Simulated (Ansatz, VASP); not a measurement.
## Two plane-wave programs on LiH

The input POSCAR:

```
LiH
1.0
    0.0000000000      2.0221598477      2.0221598477
    2.0221598477      0.0000000000      2.0221598477
    2.0221598477      2.0221598477      0.0000000000
Li H
1 1
Direct
    0.0000000000      0.0000000000      0.0000000000
    0.5000000000      0.5000000000      0.5000000000
```

File INCAR.step1:

```
SYSTEM = LiH
PREC = Accurate ; ENCUT = 520
ISMEAR = 0 ; SIGMA = 0.02
LREAL = .False. ; LASPH = .True.
NELM = 60 ; NBANDS = 9
GGA = PE ; ALGO = Normal
EDIFF = 1E-4 ; LWAVE = .True.
LCHARG = .False.
```

The input INCAR.step2:

```
SYSTEM = LiH
PREC = Accurate ; ENCUT = 520
EDIFF = 1E-6 ; ISMEAR = 0
SIGMA = 0.02 ; LREAL = .False.
LASPH = .True. ; NELM = 60
ALGO = Normal ; ISIF = 2
LWAVE = .False. ; LCHARG = .False.
METAGGA = R2SCAN ; LMIXTAU = .True.
NBANDS = 9 ; ISTART = 1
```

KPOINTS

```
Automatic mesh
0
Gamma
  10 10 10
  0 0 0
```

Input for Ansatz:

```yaml
crystal:
  lattice:
    - [0.0, 2.0221598644, 2.0221598644]
    - [2.0221598644, 0.0, 2.0221598644]
    - [2.0221598644, 2.0221598644, 0.0]
  atoms:
    - { symbol: Li, position: [0.0, 0.0, 0.0] }
    - { symbol: H, position: [0.5, 0.5, 0.5] }
basis:
  ecutwfc: 500
kpoints:
  mp_grid: { grid: [10, 10, 10] }
hamiltonian:
  xc: r2scan
scf:
  occupations: { method: gaussian, width: 0.02 }
output:
  forces: true
  stress: true
  eigenvalues: true
```

Alike in both runs: task single point; functional r2SCAN; k mesh 10 × 10 × 10; occupations gaussian, width 0.02 eV; no spin polarisation.

|  | VASP | Ansatz |
| --- | --- | --- |
| version | VASP 6.6.1 | Ansatz 0.2.0 |
| potentials or method | VASP PAW PBE potentials, release 64 (Li_sv, H), cutoff 520 eV | scalar-relativistic, plane waves, PAW |
| valence electrons in the cell | 4 | 4 |

```csv
,VASP,Ansatz,Ansatz less VASP
gap on the k mesh at the Fermi level (eV),3.60,3.65,+0.051
least direct gap on the mesh (eV),3.60,3.65,+0.051
```

VASP's potentials were made for PBE, not for r2SCAN.

Noted on VASP's run: the cutoff is short for stress, so the pressure is rough.
